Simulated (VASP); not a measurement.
# GaReSi (P4/nmm) in VASP: a series of runs

GaReSi is run at these levels: PBE; tasks: single point, relaxation of cell and atoms.

Everything below comes from runs of VASP 6.6.1. Logs are shortened: lines on timing, memory, paths and dates and some standing lists are left out, and cuts for length are marked.

## (1) The cell of the first run

It takes space group P4/nmm (No. 129, tetragonal). The conventional cell has a = 3.210 Å, b = 3.210 Å, c = 8.118 Å, α = 90.00°, β = 90.00°, γ = 90.00°. Within 3.4 Å of Re (site symmetry 4mm) lie 5 Si at 2.54 to 2.55 Å and 5 Ga at 2.72 to 2.90 Å and 4 Re at 3.21 Å. Within 3.5 Å of Ga (site symmetry 4mm) lie 8 Ga at 2.67 to 3.21 Å and 1 Si at 2.67 Å and 5 Re at 2.72 to 2.90 Å. Within 3.4 Å of Si (site symmetry 4mm) lie 5 Re at 2.54 to 2.55 Å and 8 Si at 2.65 to 3.21 Å and 1 Ga at 2.67 Å.

## (2) Single point, PBE

Contents of INCAR:

```
SYSTEM = GaReSi
  PREC = Accurate
  ENCUT = 520
  EDIFF = 1E-6
  ISMEAR = -1
  SIGMA = 0.1
  LREAL = .FALSE.
  LASPH = .TRUE.
  NELM = 100
  ALGO = Normal
  ISIF = 2
  LWAVE = .FALSE.
  LCHARG = .TRUE.
  GGA = PE
  LELF = .TRUE.
  LVHAR = .TRUE.
  NBANDS = 33
```

Contents of KPOINTS:

```
regular mesh
0
G
  6 6 3
  0 0 0
```

Contents of POSCAR:

```
GaReSi
1.0
    3.2098895106      0.0000000000      0.0000000000
    0.0000000000      3.2098895106      0.0000000000
    0.0000000000      0.0000000000      8.1183695022
Re Ga Si
2 2 2
Direct
    0.7500000000      0.7500000000      0.7287617234
    0.2500000000      0.2500000000      0.2712382766
    0.2500000000      0.2500000000      0.9136424309
    0.7500000000      0.7500000000      0.0863575691
    0.7500000000      0.7500000000      0.4156578087
    0.2500000000      0.2500000000      0.5843421913
```

Potentials or basis: VASP PAW PBE potentials, release 64 (Re, Ga_d, Si).

Launch:

```bash
cat potpaw_PBE.64/Re/POTCAR potpaw_PBE.64/Ga_d/POTCAR potpaw_PBE.64/Si/POTCAR > POTCAR
mpirun -np 1 vasp_std > vasp.out
```

OUTCAR:

```text
SYSTEM = GaReSi
   PREC = Accurate
   ENCUT = 520
   EDIFF = 1E-6
   ISMEAR = -1
   LREAL = .FALSE.
   LASPH = .TRUE.
   NELM = 100
   ISIF = 2
   GGA = PE

 ion  position               nearest neighbor table
   1  0.750  0.750  0.729-   5 2.54   6 2.55   6 2.55   6 2.55   6 2.55   3 2.72   3 2.72   3 2.72
                             3 2.72   4 2.90
   2  0.250  0.250  0.271-   6 2.54   5 2.55   5 2.55   5 2.55   5 2.55   4 2.72   4 2.72   4 2.72
                             4 2.72   3 2.90
   3  0.250  0.250  0.914-   4 2.67   4 2.67   4 2.67   4 2.67   6 2.67   1 2.72   1 2.72   1 2.72
                             1 2.72   2 2.90
   4  0.750  0.750  0.086-   3 2.67   3 2.67   3 2.67   3 2.67   5 2.67   2 2.72   2 2.72   2 2.72
                             2 2.72   1 2.90
   5  0.750  0.750  0.416-   1 2.54   2 2.55   2 2.55   2 2.55   2 2.55   6 2.65   6 2.65   6 2.65
                             6 2.65   4 2.67
   6  0.250  0.250  0.584-   2 2.54   1 2.55   1 2.55   1 2.55   1 2.55   5 2.65   5 2.65   5 2.65
                             5 2.65   3 2.67

  LATTYP: Found a simple tetragonal cell.
 ALAT       =     3.2098895106
 C/A-ratio  =     2.5291741275

  Lattice vectors:

 A1 = (   3.2098895106,   0.0000000000,   0.0000000000)
 A2 = (   0.0000000000,   3.2098895106,   0.0000000000)
 A3 = (   0.0000000000,   0.0000000000,   8.1183695022)

Analysis of symmetry for initial positions (statically):
=====================================================================
 Subroutine PRICEL returns:
 Original cell was already a primitive cell.

 Routine SETGRP: Setting up the symmetry group for a
 simple tetragonal supercell.

 Subroutine GETGRP returns: Found 16 space group operations
 (whereof  4 operations were pure point group operations)
 out of a pool of 16 trial point group operations.

The static configuration has the point symmetry C_2h.
 The point group associated with its full space group is D_4h.

Analysis of symmetry for dynamics (positions and initial velocities):
=====================================================================
 Subroutine PRICEL returns:
 Original cell was already a primitive cell.

 Routine SETGRP: Setting up the symmetry group for a
 simple tetragonal supercell.

 Subroutine GETGRP returns: Found 16 space group operations
 (whereof  4 operations were pure point group operations)
 out of a pool of 16 trial point group operations.

The dynamic configuration has the point symmetry C_2h.
 The point group associated with its full space group is D_4h.

 Subroutine INISYM returns: Found 16 space group operations
 (whereof  4 operations are pure point group operations),
 and found     1 'primitive' translations

----------------------------------------------------------------------------------------

                                     Primitive cell

  volume of cell :      83.6467

  direct lattice vectors                    reciprocal lattice vectors
     3.209889511  0.000000000  0.000000000     0.311537203  0.000000000  0.000000000
     0.000000000  3.209889511  0.000000000     0.000000000  0.311537203  0.000000000
     0.000000000  0.000000000  8.118369502     0.000000000  0.000000000  0.123177443

  length of vectors
     3.209889511  3.209889511  8.118369502     0.311537203  0.311537203  0.123177443

  position of ions in fractional coordinates (direct lattice)
     0.750000000  0.750000000  0.728761723
     0.250000000  0.250000000  0.271238277
     0.250000000  0.250000000  0.913642431
     0.750000000  0.750000000  0.086357569
     0.750000000  0.750000000  0.415657809
     0.250000000  0.250000000  0.584342191

  ion indices of the primitive-cell ions
   primitive index   ion index
                 1           1
                 2           2
                 3           3
                 4           4
                 5           5
                 6           6

----------------------------------------------------------------------------------------

 KPOINTS: regular mesh

Automatic generation of k-mesh.
[... 48 lines left out ...]
  Fermi-wavevector in a.u.,A,eV,Ry     =   1.360418  2.570817 25.180794  1.850736
  Thomas-Fermi vector in A             =   2.487082
   LORBIT       =      0    0 simple, 1 ext, 2 COOP (PROOUT), +10 PAW based schemes
   GGA     = PE    functional components
   LHFCALC =     F    Hartree Fock is set to
   AEXX    =    0.0000 exact exchange contribution
   IVDW    =     0    specifies the selected vdW correction
   LEPSILON=     F    determine dielectric tensor
   LRPA    =     F    only Hartree local field effects (RPA)
 non-spin polarized calculation
  energy-cutoff  :      520.00
  volume of cell :       83.65
 maximum number of plane-waves:      2272
 NGX is ok and might be reduce to    24
   NGX = 11   NGY = 11   NGZ = 31

 number of electron      48.0000009 magnetization

 Free energy of the ion-electron system (eV)
  ---------------------------------------------------
  ext. energy  EPLUGINS =         0.00000000
  ---------------------------------------------------
  free energy    TOTEN  =       -43.28088982 eV

  energy without entropy =      -43.27007269  energy(sigma->0) =      -43.27548126

 E-fermi :   9.3132     XC(G=0): -12.6654

 val. band max:        9.1896353523   @ k =   0.0000   0.0000   0.3333
 cond. band min:       9.4689389761   @ k =   0.1667   0.0000   0.0000
 fundamental gap:      0.2793036238
 Fermi energy:         9.3132417328

 k-point     1 :       0.0000    0.0000    0.0000
  band No.  band energies     occupation
      1      -5.9828      2.00000
      2      -5.9061      2.00000
      3      -5.8494      2.00000
      4      -5.8034      2.00000
      5      -5.8034      2.00000
      6      -5.6670      2.00000
[... 25 lines left out ...]
     32      15.1848      0.00000
     33      15.2430      0.00000

 k-point     2 :       0.1667    0.0000    0.0000
  band No.  band energies     occupation
      1      -5.9591      2.00000
      2      -5.8813      2.00000
      3      -5.8753      2.00000
      4      -5.8293      2.00000
      5      -5.7889      2.00000
      6      -5.7372      2.00000
[... 25 lines left out ...]
     32      15.1170      0.00000
     33      15.5423      0.00000
[... 610 lines left out ...]
     32      12.9686      0.00000
     33      15.0492      0.00000

 k-point    20 :       0.5000    0.5000    0.3333
  band No.  band energies     occupation
      1      -5.9027      2.00000
      2      -5.9027      2.00000
      3      -5.8906      2.00000
      4      -5.8906      2.00000
      5      -5.6544      2.00000
      6      -5.6544      2.00000
[... 25 lines left out ...]
     32      12.9949      0.00000
     33      14.4059      0.00000

------------------------ aborting loop because EDIFF is reached ----------------------------------------

  FORCE on cell =-STRESS in cart. coord.  units (eV):
  Direction    XX          YY          ZZ          XY          YZ          ZX
  --------------------------------------------------------------------------------------
  -------------------------------------------------------------------------------------
  Total        0.1250015      0.1250015      0.1321694      0.0000000     -0.0000000     -0.0000000
  in kB        2.3942895      2.3942895      2.5315853      0.0000000     -0.0000000     -0.0000000
  external PRESSURE =       2.4400547 kB  Pullay stress =       0.0000000 kB

 VOLUME and BASIS-vectors are now :
 -----------------------------------------------------------------------------
  energy-cutoff  :      520.00
  volume of cell :       83.65
      direct lattice vectors                 reciprocal lattice vectors
     3.209889511  0.000000000  0.000000000     0.311537203  0.000000000  0.000000000
     0.000000000  3.209889511  0.000000000     0.000000000  0.311537203  0.000000000
     0.000000000  0.000000000  8.118369502     0.000000000  0.000000000  0.123177443

 POSITION                                       TOTAL-FORCE (eV/Angst)
 -----------------------------------------------------------------------------------
      2.40742      2.40742      5.91636         0.000000      0.000000     -0.009657
      0.80247      0.80247      2.20201         0.000000     -0.000000      0.009657
      0.80247      0.80247      7.41729        -0.000000      0.000000      0.002031
      2.40742      2.40742      0.70108        -0.000000     -0.000000     -0.002031
      2.40742      2.40742      3.37446         0.000000      0.000000      0.013812
      0.80247      0.80247      4.74391         0.000000      0.000000     -0.013812
 -----------------------------------------------------------------------------------
    total drift:                                0.000000      0.000000      0.000000

  FREE ENERGIE OF THE ION-ELECTRON SYSTEM (eV)
  ---------------------------------------------------
  free  energy   TOTEN  =       -43.2808898250 eV

  energy  without entropy=      -43.2700726917  energy(sigma->0) =      -43.27548126
```

Wall time 31 s (1 thread of AMD EPYC 9R45 (Zen 5), shared host); peak memory 0.18 GiB.

Results:

```yaml
Free_energy: -43.2809 eV
Pressure: 0.2 GPa
Largest_force: 0.014 eV/Å
Band_gap_on_the_k_mesh: 0.28 eV, indirect (least direct gap 0.92 eV)
```

Forces in eV/Å, atoms in the order of the input:
```
Re   0.000  0.000 -0.010
Re   0.000  0.000  0.010
Ga   0.000  0.000  0.002
Ga   0.000  0.000 -0.002
Si   0.000  0.000  0.014
Si   0.000  0.000 -0.014
```

Caveat: spin-orbit coupling is left out, which moves the levels of the heavy elements. A k mesh can miss the band edges.

## (3) Relaxation of cell and atoms, PBE

This run uses another cell than the first one, of 13.91 Å³/atom, 0.998 times its volume.

Contents of INCAR:

```
SYSTEM = GaReSi
PREC     = Accurate       ! precision mode
ENCUT    = 600            ! plane-wave cutoff, eV
EDIFF    = 1E-7           ! SCF threshold, eV
ISMEAR   = -1             ! smearing method
SIGMA    = 0.1            ! smearing width, eV
LREAL    = .FALSE.        ! projectors in reciprocal space
LASPH    = .TRUE.         ! aspherical terms in the spheres
NELM     = 100            ! most SCF steps
ALGO     = Normal         ! electronic algorithm
ISIF     = 3              ! what is computed and relaxed
LWAVE    = .FALSE.        ! write WAVECAR
LCHARG   = .FALSE.        ! write CHGCAR
GGA      = PE             ! functional
IBRION   = 2              ! ionic algorithm
NSW      = 60             ! ionic steps
EDIFFG   = -0.01          ! ionic threshold
```

Contents of KPOINTS:

```
Automatic mesh
0
G
  6 6 3
  0 0 0
```

Contents of POSCAR:

```
GaReSi
1.0
    3.2105820000      0.0000000000      0.0000000000
    0.0000000000      3.2105820000      0.0000000000
    0.0000000000      0.0000000000      8.0953050000
Re Ga Si
2 2 2
Direct
    0.7500000000      0.7500000000      0.7306300000
    0.2500000000      0.2500000000      0.2693700000
    0.2500000000      0.2500000000      0.9146000000
    0.7500000000      0.7500000000      0.0854000000
    0.7500000000      0.7500000000      0.4152000000
    0.2500000000      0.2500000000      0.5848000000
```

Potentials or basis: VASP PAW PBE potentials, release 64 (Re, Ga_d, Si).

Launch:

```bash
cat potpaw_PBE.64/Re/POTCAR potpaw_PBE.64/Ga_d/POTCAR potpaw_PBE.64/Si/POTCAR > POTCAR
mpirun -np 1 vasp_std > vasp.out
```

Wall time 3.5 min (1 thread of AMD EPYC 9R45 (Zen 5), shared host); peak memory 0.24 GiB.

Results (log left out):

- Free energy: -43.2822 eV
- Relaxed volume: 13.96 Å³/atom
- Relaxed cell: a = 3.211 Å, b = 3.211 Å, c = 8.123 Å, α = 90.00°, β = 90.00°, γ = 90.00°
- Space group after relaxing (to 0.05 Å): P4/nmm (No. 129)
- Energy gained by relaxing: 0.8 meV/atom
- Ionic steps: 8
- Pressure after relaxing: 0.0 GPa
- Band gap on the k mesh: 0.28 eV, indirect (least direct gap 0.92 eV)

The path:
```tsv
step	energy change (eV)	largest force (eV/Å)	pressure (GPa)	volume (Å³)
1	0.0000	0.2480	0.43	83.45
2	-0.0034	0.0634	-0.45	83.90
3	-0.0034	0.0609	-0.40	83.88
4	-0.0040	0.0581	0.46	83.59
5	-0.0041	0.0503	0.21	83.66
6	-0.0046	0.0286	0.00	83.75
7	-0.0046	0.0277	0.01	83.75
8	-0.0047	0.0020	-0.03	83.76
```

Final structure:
```yaml
crystal:
  lattice:
    - [3.21119, 0.00000, 0.00000]
    - [0.00000, 3.21119, 0.00000]
    - [0.00000, 0.00000, 8.12323]
  atoms:
    - { symbol: Re, position: [0.75000, 0.75000, 0.72861] }
    - { symbol: Re, position: [0.25000, 0.25000, 0.27139] }
    - { symbol: Ga, position: [0.25000, 0.25000, 0.91358] }
    - { symbol: Ga, position: [0.75000, 0.75000, 0.08642] }
    - { symbol: Si, position: [0.75000, 0.75000, 0.41576] }
    - { symbol: Si, position: [0.25000, 0.25000, 0.58424] }
```

Levels at points of the mesh, in eV from the valence-band top:
```tsv
k point	band 20	band 21	band 22	band 23	band 24	band 25	band 26	band 27	band 28
(0.00, 0.00, 0.00)	-2.06	-0.89	-0.89	-0.11	0.00	0.92	0.92	3.11	3.94
(0.50, 0.00, 0.00)	-2.69	-2.34	-2.34	-0.83	-0.83	1.49	1.49	2.82	2.82
(0.50, 0.50, 0.00)	-3.24	-3.21	-3.21	-0.92	-0.92	1.75	1.75	2.24	2.24
```

Caveat: spin-orbit coupling is left out, which moves the levels of the heavy elements.

## (4) Single point, PBE

Contents of INCAR:

```
SYSTEM = GaReSi
ALGO     = Normal         ! electronic algorithm
EDIFF    = 1E-7           ! SCF threshold, eV
ENCUT    = 520            ! plane-wave cutoff, eV
GGA      = PE             ! functional
ISIF     = 2              ! what is computed and relaxed
ISMEAR   = -1             ! smearing method
LASPH    = .TRUE.         ! aspherical terms in the spheres
LCHARG   = .FALSE.        ! write CHGCAR
LREAL    = .FALSE.        ! projectors in reciprocal space
LWAVE    = .FALSE.        ! write WAVECAR
NBANDS   = 33             ! bands
NELM     = 100            ! most SCF steps
PREC     = Accurate       ! precision mode
SIGMA    = 0.1            ! smearing width, eV
```

Contents of KPOINTS:

```
k-points
0
G
  6 6 3
  0 0 0
```

Contents of POSCAR:

```
GaReSi
1.0
    3.2098895106      0.0000000000      0.0000000000
    0.0000000000      3.2098895106      0.0000000000
    0.0000000000      0.0000000000      8.1183695022
Re Ga Si
2 2 2
Direct
    0.7500000000      0.7500000000      0.7287617234
    0.2500000000      0.2500000000      0.2712382766
    0.2500000000      0.2500000000      0.9136424309
    0.7500000000      0.7500000000      0.0863575691
    0.7500000000      0.7500000000      0.4156578087
    0.2500000000      0.2500000000      0.5843421913
```

Launch:

```bash
cat potpaw_PBE.64/Re/POTCAR potpaw_PBE.64/Ga_d/POTCAR potpaw_PBE.64/Si/POTCAR > POTCAR
mpirun -np 1 vasp_std > vasp.out
```

It took 39 s on 1 thread of AMD EPYC 9R45 (Zen 5), shared host; peak memory 0.17 GiB.

The run converged. Its results:

| Quantity | Value |
| --- | --- |
| Free energy | -43.2809 eV |
| Pressure | 0.2 GPa |
| Largest force | 0.015 eV/Å |
| Band gap on the k mesh | 0.28 eV, indirect (least direct gap 0.92 eV) |

Forces on the atoms (eV/Å):
```
Re   0.000  0.000 -0.011
Re   0.000  0.000  0.011
Ga   0.000  0.000  0.004
Ga   0.000  0.000 -0.004
Si   0.000  0.000  0.015
Si   0.000  0.000 -0.015
```

Levels at points of the mesh, in eV from the valence-band top:
```csv
k point,band 22,band 23,band 24,band 25,band 26,band 27
"(0.00, 0.00, 0.00)",-0.89,-0.10,0.00,0.92,0.92,3.13
"(0.50, 0.00, 0.00)",-2.35,-0.83,-0.83,1.49,1.49,2.83
"(0.50, 0.50, 0.00)",-3.21,-0.92,-0.92,1.76,1.76,2.25
```

Caveat: spin-orbit coupling is left out, which moves the levels of the heavy elements. A k mesh can miss the band edges.

## (5) Relaxation of cell and atoms, PBE

This run uses another cell than the first one, of 13.91 Å³/atom, 0.998 times its volume.

Contents of INCAR:

```
  PREC = Accurate
  ENCUT = 600
  EDIFF = 1E-7
  ISMEAR = -1
  SIGMA = 0.1
  LREAL = F
  LASPH = T
  NELM = 100
  ALGO = Normal
  ISIF = 3
  LWAVE = F
  LCHARG = F
  GGA = PE
  IBRION = 2
  NSW = 60
  EDIFFG = -0.01
```

Contents of KPOINTS:

```
Automatic mesh
0
Gamma
  6 6 3
```

Contents of POSCAR:

```
GaReSi
1.0
    3.2105820000      0.0000000000      0.0000000000
    0.0000000000      3.2105820000      0.0000000000
    0.0000000000      0.0000000000      8.0953050000
Re Ga Si
2 2 2
Direct
    0.7500000000      0.7500000000      0.7306300000
    0.2500000000      0.2500000000      0.2693700000
    0.2500000000      0.2500000000      0.9146000000
    0.7500000000      0.7500000000      0.0854000000
    0.7500000000      0.7500000000      0.4152000000
    0.2500000000      0.2500000000      0.5848000000
```

Launch:

```bash
cat potpaw_PBE.64/Re/POTCAR potpaw_PBE.64/Ga_d/POTCAR potpaw_PBE.64/Si/POTCAR > POTCAR
mpirun -np 1 vasp_std > vasp.out
```

It took 3.6 min on 1 thread of AMD EPYC 9R45 (Zen 5), shared host; peak memory 0.24 GiB.

The run converged. Its results:

```
Free energy                            : -43.2822 eV
Relaxed volume                         : 13.96 Å³/atom
Relaxed cell                           : a = 3.211 Å, b = 3.211 Å, c = 8.123 Å, α = 90.00°, β = 90.00°, γ = 90.00°
Space group after relaxing (to 0.05 Å) : P4/nmm (No. 129)
Energy gained by relaxing              : 0.8 meV/atom
Ionic steps                            : 8
Pressure after relaxing                : 0.0 GPa
Band gap on the k mesh                 : 0.28 eV, indirect (least direct gap 0.92 eV)
```

Step by step:
| step | energy change (eV) | largest force (eV/Å) | pressure (GPa) | volume (Å³) |
| --- | --- | --- | --- | --- |
| 1 | 0.0000 | 0.2480 | 0.43 | 83.45 |
| 2 | -0.0034 | 0.0634 | -0.45 | 83.90 |
| 3 | -0.0034 | 0.0609 | -0.40 | 83.88 |
| 4 | -0.0040 | 0.0581 | 0.46 | 83.59 |
| 5 | -0.0041 | 0.0503 | 0.21 | 83.66 |
| 6 | -0.0046 | 0.0286 | 0.00 | 83.75 |
| 7 | -0.0046 | 0.0277 | 0.01 | 83.75 |
| 8 | -0.0047 | 0.0020 | -0.03 | 83.76 |

Final structure:
```
CELL_PARAMETERS angstrom
3.21119 0.00000 0.00000
0.00000 3.21119 0.00000
0.00000 0.00000 8.12323
ATOMIC_POSITIONS crystal
Re 0.75000 0.75000 0.72861
Re 0.25000 0.25000 0.27139
Ga 0.25000 0.25000 0.91358
Ga 0.75000 0.75000 0.08642
Si 0.75000 0.75000 0.41576
Si 0.25000 0.25000 0.58424
```

Levels at points of the mesh, in eV from the valence-band top:
```csv
k point,band 21,band 22,band 23,band 24,band 25,band 26,band 27,band 28
"(0.00, 0.00, 0.00)",-0.89,-0.89,-0.11,0.00,0.92,0.92,3.11,3.94
"(0.50, 0.00, 0.00)",-2.34,-2.34,-0.83,-0.83,1.49,1.49,2.82,2.82
"(0.50, 0.50, 0.00)",-3.21,-3.21,-0.92,-0.92,1.75,1.75,2.24,2.24
```

Caveat: spin-orbit coupling is left out, which moves the levels of the heavy elements.
